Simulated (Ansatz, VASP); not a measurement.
## Two plane-wave programs on Mo3N

```
CELL_PARAMETERS angstrom
3.79909 0.00000 0.00000
0.00000 3.79909 0.00000
0.00000 0.00000 3.79909
ATOMIC_POSITIONS crystal
Mo 0.00000 0.50000 0.50000
Mo 0.50000 0.00000 0.50000
Mo 0.50000 0.50000 0.00000
N 0.00000 0.00000 0.00000
```

Alike in both runs: functional PBE; k mesh 6 × 6 × 6; occupations gaussian, width 0.1 eV; no spin polarisation.

Ansatz relaxed the structure, and its values are those at the end. VASP's run is a single point on that final structure, the one shown.

|  | VASP | Ansatz |
| --- | --- | --- |
| version | VASP 6.6.1 | Ansatz 0.2.0 |
| potentials or method | VASP PAW PBE potentials, release 64 (Mo_sv, N), cutoff 520 eV | scalar-relativistic, plane waves, PAW |
| valence electrons in the cell | 47 | 47 |

|  | VASP | Ansatz | Ansatz less VASP |
| --- | --- | --- | --- |
| gap on the k mesh at the Fermi level (eV) | none | none | - |
| pressure (GPa) | 0.8 | 0.3 | -0.47 |

A gap of «none» marks a metal or a gap that the smearing closes. With one functional, cell and mesh, what is left measures potentials, basis and numerics.
